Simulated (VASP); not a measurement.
# MoS2 (P-3m1) in VASP: a series of runs

The runs below take MoS2 through relaxation of cell and atoms, with r2SCAN.

All numbers are computed with VASP 6.6.1; they aren't measurements. Logs are shortened: lines on timing, memory, paths and dates and some standing lists are left out, and cuts for length are marked.

## Step 1: The cell of the first run

The structure is trigonal, space group P-3m1 (No. 164). Conventional cell: a = 3.227 Å, b = 3.227 Å, c = 6.312 Å, α = 90.00°, β = 90.00°, γ = 120.00°. Mo (site symmetry -3m) has 6 S at 2.42 Å and 6 Mo at 3.23 Å within 3.3 Å. S (site symmetry 3m) has 3 Mo at 2.42 Å and 6 S at 3.23 Å within 3.3 Å.

## Step 2: Relaxation of cell and atoms, r2SCAN, target pressure 2 GPa, at which the enthalpy is minimised

File POSCAR:

```
MoS2
1.0
    3.2274645600      0.0000000000      0.0000000000
   -1.6137322800      2.7950663000      0.0000000000
    0.0000000000      0.0000000000      6.3124734200
Mo S
1 2
Direct
    0.0000000000      0.0000000000      0.5000000000
    0.3333333300      0.6666666700      0.2553193200
    0.6666666700      0.3333333300      0.7446806800
```

File INCAR.step1:

```
PREC = Accurate
ENCUT = 550
ISMEAR = -1
SIGMA = 0.1
LREAL = F
LASPH = T
NELM = 120
GGA = PE
ALGO = Normal
EDIFF = 1E-5
LWAVE = T
LCHARG = F
GGA_COMPAT = F
IBRION = 2
ISIF = 3
EDIFFG = -0.005
NELMIN = 4
NSW = 100
```

File INCAR.step2:

```
PREC = Accurate
ENCUT = 550
EDIFF = 1E-7
ISMEAR = -1
SIGMA = 0.1
LREAL = F
LASPH = T
NELM = 120
ALGO = Normal
ISIF = 3
LWAVE = F
LCHARG = F
METAGGA = R2SCAN
LMIXTAU = T
IBRION = 2
NSW = 80
EDIFFG = -0.01
PSTRESS = 20.0
ISTART = 1
GGA_COMPAT = F
NELMIN = 4
```

File KPOINTS:

```
regular mesh
0
Gamma
  10 10 5
```

Potentials or basis: VASP PAW PBE potentials, release 64 (Mo_sv, S).

Launch:

```console
> cat potpaw_PBE.64/Mo_sv/POTCAR potpaw_PBE.64/S/POTCAR > POTCAR
> cp INCAR.step1 INCAR
> mpirun -np 1 vasp_std > vasp.out
> cp INCAR.step2 INCAR
> mpirun -np 1 vasp_std > vasp.out
```

OUTCAR:

```text
PREC = Accurate
   ENCUT = 550
   EDIFF = 1E-7
   ISMEAR = -1
   LREAL = F
   LASPH = T
   NELM = 120
   ISIF = 3
   METAGGA = R2SCAN
   IBRION = 2
   NSW = 80
   EDIFFG = -0.01
   PSTRESS = 20.0
   ISTART = 1
   NELMIN = 4

 ion  position               nearest neighbor table
   1  0.000  0.000  0.500-   2 2.42   3 2.42   3 2.42   2 2.42   3 2.42   2 2.42
   2  0.333  0.667  0.255-   1 2.42   1 2.42   1 2.42
   3  0.667  0.333  0.745-   1 2.42   1 2.42   1 2.42

  LATTYP: Found a hexagonal cell.
 ALAT       =     3.2274645600
 C/A-ratio  =     1.9558614208

  Lattice vectors:

 A1 = (   3.2274645600,   0.0000000000,   0.0000000000)
 A2 = (  -1.6137322800,   2.7950663000,   0.0000000000)
 A3 = (   0.0000000000,   0.0000000000,   6.3124734200)

Analysis of symmetry for initial positions (statically):
=====================================================================
 Subroutine PRICEL returns:
 Original cell was already a primitive cell.

 Routine SETGRP: Setting up the symmetry group for a
 hexagonal supercell.

 Subroutine GETGRP returns: Found 12 space group operations
 (whereof 12 operations were pure point group operations)
 out of a pool of 24 trial point group operations.

The static configuration has the point symmetry D_3d.

Analysis of symmetry for dynamics (positions and initial velocities):
=====================================================================
 Subroutine PRICEL returns:
 Original cell was already a primitive cell.

 Routine SETGRP: Setting up the symmetry group for a
 hexagonal supercell.

 Subroutine GETGRP returns: Found 12 space group operations
 (whereof 12 operations were pure point group operations)
 out of a pool of 24 trial point group operations.

The dynamic configuration has the point symmetry D_3d.

 Subroutine INISYM returns: Found 12 space group operations
 (whereof 12 operations are pure point group operations),
 and found     1 'primitive' translations

----------------------------------------------------------------------------------------

                                     Primitive cell

  volume of cell :      56.9447

  direct lattice vectors                    reciprocal lattice vectors
     3.227464560  0.000000000  0.000000000     0.309840738  0.178886633  0.000000000
    -1.613732280  2.795066300  0.000000000     0.000000000  0.357773266  0.000000000
     0.000000000  0.000000000  6.312473420     0.000000000  0.000000000  0.158416509

  length of vectors
     3.227464560  3.227464561  6.312473420     0.357773267  0.357773266  0.158416509

  position of ions in fractional coordinates (direct lattice)
     0.000000000  0.000000000  0.500000000
     0.333333330  0.666666670  0.255319320
     0.666666670  0.333333330  0.744680680

  ion indices of the primitive-cell ions
   primitive index   ion index
                 1           1
                 2           2
                 3           3

----------------------------------------------------------------------------------------

 KPOINTS: regular mesh

Automatic generation of k-mesh.
 Grid dimensions read from file:
 generate k-points for:   10   10    5

 Generating k-lattice:

  Cartesian coordinates                     Fractional coordinates (reciprocal lattice)
     0.030984074  0.017888663  0.000000000     0.100000000 -0.000000000  0.000000000
     0.000000000  0.035777327  0.000000000     0.000000000  0.100000000  0.000000000
     0.000000000  0.000000000  0.031683302     0.000000000  0.000000000  0.200000000

  Length of vectors
     0.035777327  0.035777327  0.031683302

  Shift w.r.t. Gamma in fractional coordinates (k-lattice)
     0.000000000  0.000000000  0.000000000

 Subroutine IBZKPT returns following result:
 ===========================================

 Found     58 irreducible k-points:

 Following reciprocal coordinates:
            Coordinates               Weight
  0.000000  0.000000  0.000000      1.000000
  0.100000  0.000000  0.000000      6.000000
  0.200000  0.000000  0.000000      6.000000
  0.300000  0.000000  0.000000      6.000000
  0.400000  0.000000  0.000000      6.000000
  0.500000  0.000000  0.000000      3.000000
[... 16 lines left out ...]
  0.000000  0.400000  0.200000      6.000000
  0.500000  0.000000  0.200000      6.000000
 [... further k-points ...]
   k-points           NKPTS =     58   k-points in BZ     NKDIM =     58   number of bands    NBANDS=     17
   number of dos      NEDOS =    301   number of ions     NIONS =      3
   total plane-waves  NPLWV =  37632
   dimension x,y,z NGX =    28 NGY =   28 NGZ =   48
   dimension x,y,z NGXF=    56 NGYF=   56 NGZF=   96
   ions per type =               1   2
   NGX,Y,Z   is equivalent  to a cutoff of  14.42, 14.42, 12.64 a.u.
   NGXF,Y,Z  is equivalent  to a cutoff of  28.85, 28.85, 25.28 a.u.
 SYSTEM =  unknown system
   PREC   = accura    normal or accurate (medium, high low for compatibility)
   ISTART =      1    job   : 0-new  1-cont  2-samecut
   ICHARG =      0    charge: 1-file 2-atom 10-const
   ISPIN  =      1    spin polarized calculation?
   LNONCOLLINEAR =      F non collinear calculations
   LSORBIT =      F    spin-orbit coupling
   LASPH  =      T    aspherical Exc in radial PAW
   ENCUT  =  550.0 eV  40.42 Ry    6.36 a.u.   6.17  6.17 12.07*2*pi/ulx,y,z
   NELM   =    120;   NELMIN=  4; NELMDL=  0     # of ELM steps
   EDIFF  = 0.1E-06   stopping-criterion for ELM
   LREAL  =      F    real-space projection
   EDIFFG = -.1E-01   stopping-criterion for IOM
   NSW    =     80    number of steps for IOM
   IBRION =      2    ionic relax: 0-MD 1-quasi-New 2-CG
   NFREE  =      1    steps in history (QN), initial steepest desc. (CG)
   ISIF   =      3    stress and relaxation
   ISYM   =      2    0-nonsym 1-usesym 2-fastsym
   POTIM  = 0.5000    time-step for ionic-motion
   TEBEG  =    0.0;   TEEND  =   0.0 temperature during run
   PSTRESS=   20.0 pullay stress
   NELECT =      26.0000    total number of electrons
   NUPDOWN=      -1.0000    fix difference up-down
   EMIN   =  10.00;   EMAX   =-10.00  energy-range for DOS
   EFERMI =   0.00;   METHOD = LEGACY
   ISMEAR =    -1;   SIGMA  =   0.10  broadening in eV -4-tet -1-fermi 0-gaus
   EFERMI_NEDOS =   21; number of points for ismear=-14 and -15
   IALGO  =     38    algorithm
   IMIX   =      4    mixing-type and parameters
     AMIX     =   0.40;   BMIX     =  1.00
     AMIX_MAG =   1.60;   BMIX_MAG =  1.00
  volume/ion in A,a.u.               =      18.98       128.09
  Fermi-wavevector in a.u.,A,eV,Ry     =   1.260612  2.382212 21.621610  1.589144
  Thomas-Fermi vector in A             =   2.394113
   LORBIT       =      0    0 simple, 1 ext, 2 COOP (PROOUT), +10 PAW based schemes
   METAGGA = R2SCAN    functional components
   LHFCALC =     F    Hartree Fock is set to
   AEXX    =    0.0000 exact exchange contribution
   IVDW    =     0    specifies the selected vdW correction
   LEPSILON=     F    determine dielectric tensor
   LRPA    =     F    only Hartree local field effects (RPA)
 conjugate gradient relaxation of ions
 non-spin polarized calculation
  energy-cutoff  :      550.00
  volume of cell :       56.94
 maximum number of plane-waves:      1680
 NGX is ok and might be reduce to    28
   NGX = 13   NGY = 13   NGZ = 25

--------------------------------------- Ionic step        1  -------------------------------------------

 number of electron      25.9999998 magnetization

 Free energy of the ion-electron system (eV)
  ---------------------------------------------------
  ext. energy  EPLUGINS =         0.00000000
  ---------------------------------------------------
  free energy    TOTEN  =       -44.17642121 eV

  energy without entropy =      -44.13784244  energy(sigma->0) =      -44.15713182

------------------------ aborting loop because EDIFF is reached ----------------------------------------

  FORCE on cell =-STRESS in cart. coord.  units (eV):
  Direction    XX          YY          ZZ          XY          YZ          ZX
  --------------------------------------------------------------------------------------
  -------------------------------------------------------------------------------------
  Total        0.0078390      0.0078390      0.1657769      0.0000000      0.0000000      0.0000000
  in kB        0.2205549      0.2205549      4.6642450      0.0000000      0.0000000      0.0000000
  external PRESSURE =     -18.2982150 kB  Pullay stress =      20.0000000 kB
[... 96 lines left out ...]
  FREE ENERGIE OF THE ION-ELECTRON SYSTEM (eV)
  ---------------------------------------------------
  free  energy   TOTEN  =       -44.1707215847 eV

  energy  without entropy=      -44.1332343690  energy(sigma->0) =      -44.15197798

  enthalpy is  TOTEN    =       -43.4709086022 eV   P V=        0.6998129825

[... ionic steps 4 to 9 ...]

--------------------------------------- Ionic step       10  -------------------------------------------

 number of electron      26.0000000 magnetization

------------------------ aborting loop because EDIFF is reached ----------------------------------------

  FORCE on cell =-STRESS in cart. coord.  units (eV):
  Direction    XX          YY          ZZ          XY          YZ          ZX
  --------------------------------------------------------------------------------------
  -------------------------------------------------------------------------------------
  Total        0.6198000      0.6198000      0.5469608      0.0000000      0.0000000     -0.0000000
  in kB       18.6466866     18.6466866     16.4553213      0.0000000      0.0000000     -0.0000000
  external PRESSURE =      -2.0837685 kB  Pullay stress =      20.0000000 kB
[... 63 lines left out ...]
  enthalpy is  TOTEN    =       -43.4919597077 eV   P V=        0.6592200055

--------------------------------------- Ionic step       12  -------------------------------------------

 number of electron      26.0000000 magnetization

 Free energy of the ion-electron system (eV)
  ---------------------------------------------------
  ext. energy  EPLUGINS =         0.00000000
  ---------------------------------------------------
  free energy    TOTEN  =       -44.15842252 eV

  energy without entropy =      -44.11722998  energy(sigma->0) =      -44.13782625

 E-fermi :   7.7296     XC(G=0): -11.5850

 val. band max:        7.6679714273   @ k =  -0.2000   0.5000   0.2000
 cond. band min:       7.7645481623   @ k =   0.2000   0.2000   0.4000
 fundamental gap:      0.0965767350
 Fermi energy:         7.7296392856

 k-point     1 :       0.0000    0.0000    0.0000
  band No.  band energies     occupation
      1     -56.0683      2.00000
      2     -29.3906      2.00000
      3     -29.3295      2.00000
      4     -29.3295      2.00000
      5      -8.0449      2.00000
      6      -6.2909      2.00000
[... 9 lines left out ...]
     16      10.9643      0.00000
     17      10.9643      0.00000
[... 443 lines left out ...]
      1     -56.0312      2.00000
      2     -29.6942      2.00000
      3     -29.4142      2.00000
      4     -29.3139      2.00000
      5      -6.3049      2.00000
      6      -5.5431      2.00000
[... 9 lines left out ...]
     16      11.4144      0.00000
     17      11.8770      0.00000

 [... further k-points ...]
[... 5 lines left out ...]
  --------------------------------------------------------------------------------------
  -------------------------------------------------------------------------------------
  Total        0.6927373      0.6927373      0.6550849      0.0000000      0.0000000      0.0000000
  in kB       20.8676559     20.8676560     19.7334350      0.0000000      0.0000000      0.0000000
  external PRESSURE =       0.4895823 kB  Pullay stress =      20.0000000 kB
[... 18 lines left out ...]
  FREE ENERGIE OF THE ION-ELECTRON SYSTEM (eV)
  ---------------------------------------------------
  free  energy   TOTEN  =       -44.1584225232 eV

  energy  without entropy=      -44.1172299765  energy(sigma->0) =      -44.13782625

  enthalpy is  TOTEN    =       -43.4944885197 eV   P V=        0.6639340035

 reached required accuracy - stopping structural energy minimisation
```

Run time: 77 min. Hardware: 1 thread of Intel Xeon 8259CL, shared host; peak memory 0.25 GiB.

Results:

- Free energy: -44.1584 eV
- Relaxed volume: 17.73 Å³/atom
- Relaxed cell: a = 3.210 Å, b = 3.210 Å, c = 5.961 Å, α = 90.00°, β = 90.00°, γ = 120.00°
- Space group after relaxing (to 0.1 Å): P-3m1 (No. 164)
- Energy change on relaxing (the run minimises the enthalpy): +6.0 meV/atom
- Ionic steps: 12
- Pressure after relaxing: 2.0 GPa
- Largest force after relaxing: 0.006 eV/Å
- Band gap on the k mesh: zero (bands 13 and 14 overlap by 1.02 eV)

Forces in eV/Å, atoms in the order of the input:
```
Mo   0.000  0.000  0.000
S    0.000  0.000  0.006
S    0.000  0.000 -0.006
```

The path:
| step | energy change (eV) | largest force (eV/Å) | pressure (GPa) | volume (Å³) |
| --- | --- | --- | --- | --- |
| 1 | 0.0000 | 0.0721 | 0.17 | 56.94 |
| 2 | 0.0223 | 0.5254 | 4.43 | 55.18 |
| 3 | 0.0057 | 0.2924 | 2.21 | 56.06 |
| 4 | 0.0056 | 0.1723 | 2.10 | 55.58 |
| 5 | 0.0099 | 0.0425 | 1.99 | 55.07 |
| 6 | 0.0092 | 0.0274 | 1.90 | 54.82 |
| 7 | 0.0105 | 0.0160 | 1.73 | 54.05 |
| 8 | 0.0307 | 0.1000 | 1.77 | 52.46 |
| 9 | 0.0160 | 0.0325 | 1.80 | 53.36 |
| 10 | 0.0172 | 0.0395 | 1.79 | 53.26 |
| 11 | 0.0252 | 0.1868 | 3.52 | 52.81 |
| 12 | 0.0180 | 0.0058 | 2.05 | 53.19 |

Final structure:
```
Mo S
1.0
     3.20985    0.00000    0.00000
    -1.60493    2.77982    0.00000
     0.00000    0.00000    5.96079
Mo S
1 2
Cartesian
  0.0000 0.0000 2.9804
  0.0000 1.8532 1.4317
  1.6049 0.9266 4.5291
```

Caveat: the cell is relaxed towards a set pressure, so the run minimises the enthalpy, not the energy; the PAW data sets were made with another functional, which shifts forces and pressure a little.

[end of part 1 of 2]
